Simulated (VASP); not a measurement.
Set up this calculation in VASP 6.6.1, as the native input.

| Item | Value |
| --- | --- |
| Task | single point |
| Functional | r2SCAN |
| Potentials or basis | VASP PAW PBE potentials, release 64 (Sn_d) |
| Cutoff | 520 eV |
| k mesh | 14 × 14 × 14 |
| Occupations | gaussian, width 0.15 eV |
| Spin | no spin polarisation |
| Dipole correction | no |
| Further INCAR settings | ALGO = Normal; EDIFF = 1e-06; NBANDS = 21 |

The system is Sn.

```
Sn
1.0
     0.00000    2.89165    4.08879
     2.89165    0.00000    4.08879
     2.89165    2.89165    0.00000
Sn
2
Direct
  0.50000 0.50000 0.50000
  0.75000 0.75000 0.75000
```

This cell differs from its parent crystal: ratio of the length along z to the lengths across it x 1.414, volume and fractional coordinates fixed.

These files were run (other wordings do the same):

POSCAR

```
Sn
1.0
    0.0000000000      2.8916464441      4.0887880720
    2.8916464441      0.0000000000      4.0887880720
    2.8916464441      2.8916464441      0.0000000000
Sn
2
Direct
    0.5000000000      0.5000000000      0.5000000000
    0.7500000000      0.7500000000      0.7500000000
```

INCAR.step1

```
SYSTEM = Sn
  PREC = Accurate
  ENCUT = 520
  ISMEAR = 0
  SIGMA = 0.15
  LREAL = .False.
  LASPH = .True.
  NELM = 60
  NBANDS = 21
  GGA = PE
  ALGO = Normal
  EDIFF = 1E-4
  LWAVE = .True.
  LCHARG = .False.
```

INCAR.step2

```
SYSTEM = Sn
  PREC = Accurate
  ENCUT = 520
  EDIFF = 1E-6
  ISMEAR = 0
  SIGMA = 0.15
  LREAL = .False.
  LASPH = .True.
  NELM = 60
  ALGO = Normal
  ISIF = 2
  LWAVE = .False.
  LCHARG = .False.
  METAGGA = R2SCAN
  LMIXTAU = .True.
  NBANDS = 21
  ISTART = 1
```

KPOINTS

```
regular mesh
0
Gamma
  14 14 14
  0 0 0
```

Potentials or basis: VASP PAW PBE potentials, release 64 (Sn_d).

Command:

```sh
$ cat potpaw_PBE.64/Sn_d/POTCAR > POTCAR
$ cp INCAR.step1 INCAR
$ mpirun -np 1 vasp_std > vasp.out
$ cp INCAR.step2 INCAR
$ mpirun -np 1 vasp_std > vasp.out
```

It gave:

| Property | Result |
| --- | --- |
| Pressure | 1.1 GPa |
| Band gap on the k mesh | zero (bands 14 and 15 overlap by 1.20 eV) |

Caveat: the PAW data sets were made with another functional, which shifts forces and pressure a little; spin-orbit coupling is left out, which moves the levels of the heavy elements.

It took 14 min on 1 thread of Intel(R) Xeon(R) Platinum 8259CL CPU @ 2.50GHz (Skylake/Cascade Lake) (shared host), peak memory 0.42 GiB.
